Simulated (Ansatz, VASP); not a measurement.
**Two plane-wave programs on SnO2**

Contents of INCAR:

```
SYSTEM = SnO2
PREC     = Accurate       ! precision mode
ENCUT    = 520            ! plane-wave cutoff, eV
EDIFF    = 1E-6           ! SCF threshold, eV
ISMEAR   = 0              ! smearing method
SIGMA    = 0.05           ! smearing width, eV
LREAL    = .False.        ! projectors in reciprocal space
LASPH    = .True.         ! aspherical terms in the spheres
NELM     = 60             ! most SCF steps
ALGO     = Normal         ! electronic algorithm
ISIF     = 2              ! what is computed and relaxed
LWAVE    = .False.        ! write WAVECAR
LCHARG   = .False.        ! write CHGCAR
GGA      = PE             ! functional
NBANDS   = 35             ! bands
```

KPOINTS

```
Automatic mesh
0
Gamma
  6 6 8
  0 0 0
```

File POSCAR:

```
SnO2
1.0
    4.8277932898      0.0000000000      0.0000000000
    0.0000000000      4.8278069739      0.0000000000
    0.0000000000      0.0000000000      3.2379014683
Sn O
2 4
Direct
    0.4980296051      0.4974609832      0.5000000000
    0.0019737014     -0.0025415860      0.0000000000
    0.2863971818      0.3283621050      0.0000000000
    0.8021276678      0.1904865215      0.5000000000
    0.2135905516      0.8283518755      0.5000000000
    0.6978600656      0.6904967511      0.0000000000
```

Input for Ansatz:

```yaml
crystal:
  lattice:
    - [4.8277932898, 0.0, 0.0]
    - [0.0, 4.8278069739, 0.0]
    - [0.0, 0.0, 3.2379014683]
  atoms:
    - { symbol: Sn, position: [0.4980296051, 0.4974609832, 0.5] }
    - { symbol: Sn, position: [0.0019737014, -0.002541586, 0.0] }
    - { symbol: O, position: [0.2863971818, 0.328362105, 0.0] }
    - { symbol: O, position: [0.8021276678, 0.1904865215, 0.5] }
    - { symbol: O, position: [0.2135905516, 0.8283518755, 0.5] }
    - { symbol: O, position: [0.6978600656, 0.6904967511, 0.0] }
basis:
  ecutwfc: 520.0
kpoints:
  mp_grid: { grid: [6, 6, 8] }
hamiltonian:
  xc: pbe
  pseudopotentials: { kind: paw, azcp: { folder: soft_1 } }
scf:
  occupations: { method: gaussian, width: 0.05 }
output:
  forces: true
  stress: true
  eigenvalues: true
```

Change from the starting cell: mode 4 frozen in at -0.084 Å and mode 7 at -0.059 Å (largest displacements).

Alike in both runs: task single point; functional PBE; k mesh 6 × 6 × 8; occupations gaussian, width 0.05 eV; no spin polarisation.

|  | VASP | Ansatz |
| --- | --- | --- |
| version | VASP 6.6.1 | Ansatz 0.2.0 |
| potentials or method | VASP PAW PBE potentials, release 64 (Sn_d, O), cutoff 520 eV | scalar-relativistic, plane waves, PAW |
| valence electrons in the cell | 52 | 52 |

```csv
,VASP,Ansatz,Ansatz less VASP
gap on the k mesh at the Fermi level (eV),0.75,0.77,+0.014
least direct gap on the mesh (eV),0.75,0.77,+0.014
pressure (GPa),0.3,-0.3,-0.60
"traceless stress, the component that is largest in VASP (GPa)",-0.51,-0.41,+0.097
rms of the force components (eV/Å),0.126,0.126,-0.0001
```

Atom by atom the forces differ by 0.010 eV/Å (rms over components). The functional is the same, so the differences come from potentials, cutoffs and numerics. Ansatz's warnings: structure snapped to symmetry.
